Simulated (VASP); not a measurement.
# MoS2 in VASP: notebook

MoS2 is run at these levels: r2SCAN; tasks: single point.

Program: VASP 6.6.1. These are calculated values, not measurements. Logs are shortened: lines on timing, memory, paths and dates and some standing lists are left out, and cuts for length are marked.

### 1 The cell of the first run

The cell holds a slab with vacuum, 9 atoms: a = 3.184 Å, b = 3.185 Å, c = 28.426 Å, α = 87.77°, β = 90.00°, γ = 119.99°.

### 2 Single point, r2SCAN (strain +0.0450 x Voigt [0, 0, 0, 1, 0, 0])

File POSCAR:

```
MoS2
1.0
    3.1842713585      0.0000000000      0.0000000000
   -1.5921356792      2.7576598890      0.0620473475
    0.0000000000      0.6394233162     28.4188140530
Mo S
3 6
Direct
    0.6666666667      0.3333333333      0.0000000000
    0.3333333333      0.6666666667      0.7714360451
    0.3333333333      0.6666666667      0.2285639549
    0.3333333333      0.6666666667      0.0546374042
    0.6666666667      0.3333333333      0.8260779181
    0.6666666667      0.3333333333      0.2831796040
    0.3333333333      0.6666666667      0.9453625958
    0.6666666667      0.3333333333      0.7168203960
    0.6666666667      0.3333333333      0.1739220819
```

File INCAR.step1:

```
PREC = Accurate
ENCUT = 520
ISMEAR = 0
SIGMA = 0.05
LREAL = F
LASPH = T
NELM = 80
NBANDS = 49
GGA = PE
ALGO = Normal
EDIFF = 1E-4
LWAVE = T
LCHARG = F
```

File INCAR.step2:

```
PREC = Accurate
ENCUT = 520
EDIFF = 1E-6
ISMEAR = 0
SIGMA = 0.05
LREAL = F
LASPH = T
NELM = 80
ALGO = Normal
ISIF = 2
LWAVE = F
LCHARG = F
METAGGA = R2SCAN
LMIXTAU = T
NBANDS = 49
ISTART = 1
```

File KPOINTS:

```
regular mesh
0
Gamma
  12 12 1
```

Potentials or basis: VASP PAW PBE potentials, release 64 (Mo_sv, S).

Command:

```console
cat potpaw_PBE.64/Mo_sv/POTCAR potpaw_PBE.64/S/POTCAR > POTCAR
cp INCAR.step1 INCAR
mpirun -np 1 vasp_std > vasp.out
cp INCAR.step2 INCAR
mpirun -np 1 vasp_std > vasp.out
```

OUTCAR:

```text
PREC = Accurate
   ENCUT = 520
   EDIFF = 1E-6
   ISMEAR = 0
   LREAL = F
   LASPH = T
   NELM = 80
   ISIF = 2
   METAGGA = R2SCAN
   ISTART = 1

 ion  position               nearest neighbor table
   1  0.667  0.333  0.000-   4 2.35   7 2.38   7 2.38   4 2.43   4 2.43   7 2.46
   2  0.333  0.667  0.771-   8 2.35   5 2.38   5 2.38   8 2.43   8 2.43   5 2.46
   3  0.333  0.667  0.229-   9 2.35   6 2.38   6 2.38   9 2.43   9 2.43   6 2.46
   4  0.333  0.667  0.055-   1 2.35   1 2.43   1 2.43
   5  0.667  0.333  0.826-   2 2.38   2 2.38   2 2.46
   6  0.667  0.333  0.283-   3 2.38   3 2.38   3 2.46
   7  0.333  0.667  0.945-   1 2.38   1 2.38   1 2.46
   8  0.667  0.333  0.717-   2 2.35   2 2.43   2 2.43
   9  0.667  0.333  0.174-   3 2.35   3 2.43   3 2.43

  LATTYP: Found a base centered monoclinic cell.
 ALAT       =     5.5167156667
 B/A-ratio  =     0.5772041829
 C/A-ratio  =     5.1527046838
 COS(beta)  =    -0.0449772303

  Lattice vectors:

 A1 = (  -1.5921356793,  -2.7576598890,  -0.0620473475)
 A2 = (   1.5921356792,  -2.7576598890,  -0.0620473475)
 A3 = (   0.0000000000,   0.6394233162,  28.4188140530)

Analysis of symmetry for initial positions (statically):
=====================================================================
 Subroutine PRICEL returns:
 Original cell was already a primitive cell.

 Routine SETGRP: Setting up the symmetry group for a
 base centered monoclinic supercell.

 Subroutine GETGRP returns: Found  2 space group operations
 (whereof  2 operations were pure point group operations)
 out of a pool of  4 trial point group operations.

The static configuration has the point symmetry C_1h.

Analysis of symmetry for dynamics (positions and initial velocities):
=====================================================================
 Subroutine PRICEL returns:
 Original cell was already a primitive cell.

 Routine SETGRP: Setting up the symmetry group for a
 base centered monoclinic supercell.

 Subroutine GETGRP returns: Found  2 space group operations
 (whereof  2 operations were pure point group operations)
 out of a pool of  4 trial point group operations.

The dynamic configuration has the point symmetry C_1h.

 Subroutine INISYM returns: Found  2 space group operations
 (whereof  2 operations are pure point group operations),
 and found     1 'primitive' translations

----------------------------------------------------------------------------------------

                                     Primitive cell

  volume of cell :     249.4232

  direct lattice vectors                    reciprocal lattice vectors
     3.184271359  0.000000000  0.000000000     0.314043587  0.181404986 -0.004081612
    -1.592135679  2.757659889  0.062047348     0.000000000  0.362809972 -0.008163224
     0.000000000  0.639423316 28.418814053     0.000000000 -0.000792130  0.035205780

  length of vectors
     3.184271359  3.184875815 28.426006655     0.362695193  0.362901796  0.035214690

  position of ions in fractional coordinates (direct lattice)
     0.666666667  0.333333333  0.000000000
     0.333333333  0.666666667  0.771436045
     0.333333333  0.666666667  0.228563955
     0.333333333  0.666666667  0.054637404
     0.666666667  0.333333333  0.826077918
     0.666666667  0.333333333  0.283179604
     0.333333333  0.666666667  0.945362596
     0.666666667  0.333333333  0.716820396
     0.666666667  0.333333333  0.173922082

  ion indices of the primitive-cell ions
   primitive index   ion index
                 1           1
                 2           2
                 3           3
                 4           4
                 5           5
                 6           6
                 7           7
                 8           8
                 9           9

----------------------------------------------------------------------------------------

 KPOINTS: regular mesh

Automatic generation of k-mesh.
 Grid dimensions read from file:
 generate k-points for:   12   12    1

 Generating k-lattice:

  Cartesian coordinates                     Fractional coordinates (reciprocal lattice)
     0.026170299  0.015117082 -0.000340134     0.083333333 -0.000000000  0.000000000
     0.000000000  0.030234164 -0.000680269     0.000000000  0.083333333  0.000000000
     0.000000000 -0.000792130  0.035205780     0.000000000  0.000000000  1.000000000

  Length of vectors
     0.030224599  0.030241816  0.035214690

  Shift w.r.t. Gamma in fractional coordinates (k-lattice)
     0.000000000  0.000000000  0.000000000

 Subroutine IBZKPT returns following result:
 ===========================================

 Found     43 irreducible k-points:

 Following reciprocal coordinates:
            Coordinates               Weight
  0.000000  0.000000  0.000000      1.000000
  0.083333  0.000000  0.000000      4.000000
  0.166667 -0.000000  0.000000      4.000000
  0.250000  0.000000  0.000000      4.000000
  0.333333  0.000000  0.000000      4.000000
  0.416667  0.000000  0.000000      4.000000
[... 16 lines left out ...]
  0.333333  0.166667  0.000000      4.000000
  0.416667  0.166667  0.000000      4.000000
 [... further k-points ...]
   k-points           NKPTS =     43   k-points in BZ     NKDIM =     43   number of bands    NBANDS=     49
   number of dos      NEDOS =    301   number of ions     NIONS =      9
   total plane-waves  NPLWV = 124416
   dimension x,y,z NGX =    24 NGY =   24 NGZ =  216
   dimension x,y,z NGXF=    48 NGYF=   48 NGZF=  432
   ions per type =               3   6
   NGX,Y,Z   is equivalent  to a cutoff of  12.53, 12.53, 12.63 a.u.
   NGXF,Y,Z  is equivalent  to a cutoff of  25.06, 25.06, 25.26 a.u.
 SYSTEM =  unknown system
   PREC   = accura    normal or accurate (medium, high low for compatibility)
   ISTART =      1    job   : 0-new  1-cont  2-samecut
   ICHARG =      0    charge: 1-file 2-atom 10-const
   ISPIN  =      1    spin polarized calculation?
   LNONCOLLINEAR =      F non collinear calculations
   LSORBIT =      F    spin-orbit coupling
   LASPH  =      T    aspherical Exc in radial PAW
   ENCUT  =  520.0 eV  38.22 Ry    6.18 a.u.   5.92  5.92 52.85*2*pi/ulx,y,z
   NELM   =     80;   NELMIN=  2; NELMDL=  0     # of ELM steps
   EDIFF  = 0.1E-05   stopping-criterion for ELM
   LREAL  =      F    real-space projection
   EDIFFG = 0.1E-04   stopping-criterion for IOM
   NSW    =      0    number of steps for IOM
   IBRION =     -1    ionic relax: 0-MD 1-quasi-New 2-CG
   NFREE  =      0    steps in history (QN), initial steepest desc. (CG)
   ISIF   =      2    stress and relaxation
   ISYM   =      2    0-nonsym 1-usesym 2-fastsym
   POTIM  = 0.5000    time-step for ionic-motion
   TEBEG  =    0.0;   TEEND  =   0.0 temperature during run
   PSTRESS=    0.0 pullay stress
   NELECT =      78.0000    total number of electrons
   NUPDOWN=      -1.0000    fix difference up-down
   EMIN   =  10.00;   EMAX   =-10.00  energy-range for DOS
   EFERMI =   0.00;   METHOD = LEGACY
   ISMEAR =     0;   SIGMA  =   0.05  broadening in eV -4-tet -1-fermi 0-gaus
   EFERMI_NEDOS =   21; number of points for ismear=-14 and -15
   IALGO  =     38    algorithm
   IMIX   =      4    mixing-type and parameters
     AMIX     =   0.40;   BMIX     =  1.00
     AMIX_MAG =   1.60;   BMIX_MAG =  1.00
  volume/ion in A,a.u.               =      27.71       187.02
  Fermi-wavevector in a.u.,A,eV,Ry     =   1.111205  2.099873 16.800148  1.234776
  Thomas-Fermi vector in A             =   2.247765
   LORBIT       =      0    0 simple, 1 ext, 2 COOP (PROOUT), +10 PAW based schemes
   METAGGA = R2SCAN    functional components
   LHFCALC =     F    Hartree Fock is set to
   AEXX    =    0.0000 exact exchange contribution
   IVDW    =     0    specifies the selected vdW correction
   LEPSILON=     F    determine dielectric tensor
   LRPA    =     F    only Hartree local field effects (RPA)
 non-spin polarized calculation
 Gauss-broadening in eV      SIGMA  =   0.05
  energy-cutoff  :      520.00
  volume of cell :      249.42
 maximum number of plane-waves:      6762
   NGX = 11   NGY = 11   NGZ =105

 number of electron      77.9999997 magnetization

 Free energy of the ion-electron system (eV)
  ---------------------------------------------------
  ext. energy  EPLUGINS =         0.00000000
  ---------------------------------------------------
  free energy    TOTEN  =      -134.94571251 eV

  energy without entropy =     -134.94571251  energy(sigma->0) =     -134.94571251

 E-fermi :   2.9841     XC(G=0):  -7.7612

 val. band max:        2.6046055693   @ k =   0.0000   0.0000   0.0000
 cond. band min:       3.8612010405   @ k =   0.3333   0.3333   0.0000
 fundamental gap:      1.2565954711
 Fermi energy:         2.9841312980

 k-point     1 :       0.0000    0.0000    0.0000
  band No.  band energies     occupation
      1     -60.6826      2.00000
      2     -60.6819      2.00000
      3     -60.6819      2.00000
      4     -34.0976      2.00000
      5     -34.0967      2.00000
      6     -34.0967      2.00000
[... 41 lines left out ...]
     48       5.3822      0.00000
     49       5.3955      0.00000

 k-point     2 :       0.0833    0.0000    0.0000
  band No.  band energies     occupation
      1     -60.6798      2.00000
      2     -60.6792      2.00000
      3     -60.6791      2.00000
      4     -34.0921      2.00000
      5     -34.0912      2.00000
      6     -34.0912      2.00000
[... 41 lines left out ...]
     48       5.2499      0.00000
     49       5.3471      0.00000

 k-point     3 :       0.1667   -0.0000    0.0000
  band No.  band energies     occupation
      1     -60.6723      2.00000
      2     -60.6716      2.00000
      3     -60.6716      2.00000
      4     -34.0773      2.00000
      5     -34.0764      2.00000
      6     -34.0763      2.00000
[... 1081 lines left out ...]
     48       5.9141      0.00000
     49       6.7002      0.00000

 k-point    24 :       0.4167    0.1667    0.0000
  band No.  band energies     occupation
      1     -60.6389      2.00000
      2     -60.6382      2.00000
      3     -60.6382      2.00000
      4     -34.2539      2.00000
      5     -34.2532      2.00000
      6     -34.2532      2.00000
[... 41 lines left out ...]
     48       6.0433      0.00000
     49       6.6610      0.00000

 [... further k-points ...]

------------------------ aborting loop because EDIFF is reached ----------------------------------------

  FORCE on cell =-STRESS in cart. coord.  units (eV):
  Direction    XX          YY          ZZ          XY          YZ          ZX
  --------------------------------------------------------------------------------------
  -------------------------------------------------------------------------------------
  Total        0.3064406      0.5374346      0.4407467      0.0000000     -6.2447889     -0.0000000
  in kB        1.9684305      3.4522273      2.8311495      0.0000000    -40.1135905     -0.0000000
  external PRESSURE =       2.7506024 kB  Pullay stress =       0.0000000 kB

 VOLUME and BASIS-vectors are now :
 -----------------------------------------------------------------------------
  energy-cutoff  :      520.00
  volume of cell :      249.42
      direct lattice vectors                 reciprocal lattice vectors
     3.184271359  0.000000000  0.000000000     0.314043587  0.181404986 -0.004081612
    -1.592135679  2.757659889  0.062047348     0.000000000  0.362809972 -0.008163224
     0.000000000  0.639423316 28.418814053     0.000000000 -0.000792130  0.035205780

 POSITION                                       TOTAL-FORCE (eV/Angst)
 -----------------------------------------------------------------------------------
      1.59214      0.91922      0.02068         0.000000      0.072051     -0.003529
     -0.00000      2.33171     21.96466        -0.000000     -0.071339      0.003387
     -0.00000      1.98459      6.53688        -0.000000     -0.073099      0.003732
     -0.00000      1.87338      1.59410        -0.000000     -0.689542      0.065646
      1.59214      1.44743     23.49684        -0.000000     -0.615040      0.061567
      1.59214      1.10029      8.06831        -0.000000     -0.627208      0.064789
     -0.00000      2.44293     26.90745         0.000000      0.614477     -0.061793
      1.59214      1.37757     20.39187         0.000000      0.699463     -0.068332
      1.59214      1.03043      4.96334         0.000000      0.690237     -0.065468
 -----------------------------------------------------------------------------------
    total drift:                               -0.000000     -0.000027      0.000029

  FREE ENERGIE OF THE ION-ELECTRON SYSTEM (eV)
  ---------------------------------------------------
  free  energy   TOTEN  =      -134.9457125096 eV

  energy  without entropy=     -134.9457125096  energy(sigma->0) =     -134.94571251
```

Run time: 1.8 h. Hardware: 1 thread of Oxide Virtual Turin-like, shared host; peak memory 0.59 GiB.

What came out:

* Free energy: -134.9457 eV
* Largest force: 0.703 eV/Å
* Band gap on the k mesh: 1.26 eV (least direct gap 1.73 eV)

Forces in eV/Å, atoms in the order of the input:
```
Mo   0.000  0.072 -0.004
Mo   0.000 -0.071  0.003
Mo   0.000 -0.073  0.004
S    0.000 -0.690  0.066
S    0.000 -0.615  0.062
S    0.000 -0.627  0.065
S    0.000  0.614 -0.062
S    0.000  0.699 -0.068
S    0.000  0.690 -0.065
```

Levels at points of the mesh, in eV from the valence-band top:
```tsv
k point	band 35	band 36	band 37	band 38	band 39	band 40	band 41	band 42	band 43	band 44
(0.00, 0.00, 0.00)	-2.13	-1.74	-0.63	-0.28	0.00	2.36	2.37	2.38	2.40	2.40
(0.50, 0.00, 0.00)	-1.59	-1.56	-1.15	-1.11	-1.08	1.88	1.89	1.89	2.36	2.42
(0.00, 0.50, 0.00)	-1.59	-1.56	-1.16	-1.09	-1.05	1.87	1.88	1.89	2.36	2.42
```

Caveat: the cell differs from its parent crystal (strain +0.0450 x Voigt [0, 0, 0, 1, 0, 0]); there is no dipole correction, which matters where the two faces differ; the PAW data sets were made with another functional, which shifts forces and pressure a little.

### 3 Single point, r2SCAN (strain -0.0600 x Voigt [0, 0, 0, 1, 0, 0])

Changes to POSCAR since step 2:

```diff
@@ -3,4 +3,4 @@
     3.1842713585      0.0000000000      0.0000000000
-   -1.5921356792      2.7576598890      0.0620473475
-    0.0000000000      0.6394233162     28.4188140530
+   -1.5921356792      2.7576598890     -0.0827297967
+    0.0000000000     -0.8525644216     28.4188140530
 Mo S
```

File INCAR.step1:

```
SYSTEM = MoS2
  ALGO = Normal
  EDIFF = 1E-4
  ENCUT = 520
  GGA = PE
  ISMEAR = 0
  LASPH = .TRUE.
  LCHARG = .FALSE.
  LREAL = .FALSE.
  LWAVE = .TRUE.
  NBANDS = 49
  NELM = 60
  PREC = Accurate
  SIGMA = 0.05
```

File INCAR.step2:

```
SYSTEM = MoS2
  ALGO = Normal
  EDIFF = 1E-6
  ENCUT = 520
  ISIF = 2
  ISMEAR = 0
  ISTART = 1
  LASPH = .TRUE.
  LCHARG = .FALSE.
  LMIXTAU = .TRUE.
  LREAL = .FALSE.
  LWAVE = .FALSE.
  METAGGA = R2SCAN
  NBANDS = 49
  NELM = 60
  PREC = Accurate
  SIGMA = 0.05
```

File KPOINTS:

```
k-points
0
G
  12 12 1
  0 0 0
```

Potentials or basis: VASP PAW PBE potentials, release 64 (Mo_sv, S).

Command:

```console
cat potpaw_PBE.64/Mo_sv/POTCAR potpaw_PBE.64/S/POTCAR > POTCAR
cp INCAR.step1 INCAR
mpirun -np 1 vasp_std > vasp.out
cp INCAR.step2 INCAR
mpirun -np 1 vasp_std > vasp.out
```

Run time: 84 min. Hardware: 1 thread of Oxide Virtual Turin-like, shared host; peak memory 0.6 GiB.

The run converged. Its results:

```
Free energy            : -134.8361 eV
Largest force          : 0.958 eV/Å
Band gap on the k mesh : 1.24 eV (least direct gap 1.72 eV)
```

Forces in eV/Å, atoms in the order of the input:
```
Mo   0.000  0.128  0.008
Mo   0.000 -0.130 -0.008
Mo   0.000 -0.128 -0.008
S    0.000  0.804  0.106
S    0.000  0.939  0.115
S    0.000  0.951  0.120
S    0.000 -0.938 -0.115
S    0.000 -0.822 -0.111
S    0.000 -0.805 -0.106
```

Levels at points of the mesh, in eV from the valence-band top:
```
           k point  band 35  band 36  band 37  band 38  band 39  band 40  band 41  band 42  band 43  band 44
(0.00, 0.00, 0.00)    -2.15    -1.73    -0.63    -0.28     0.00     2.29     2.32     2.32     2.34     2.35
(0.50, 0.00, 0.00)    -1.60    -1.57    -1.16    -1.11    -1.07     1.86     1.87     1.87     2.34     2.40
(0.00, 0.50, 0.00)    -1.60    -1.57    -1.16    -1.08    -1.01     1.85     1.86     1.87     2.35     2.41
```

Caveat: the cell differs from its parent crystal (strain -0.0600 x Voigt [0, 0, 0, 1, 0, 0]); there is no dipole correction, which matters where the two faces differ; the PAW data sets were made with another functional, which shifts forces and pressure a little.
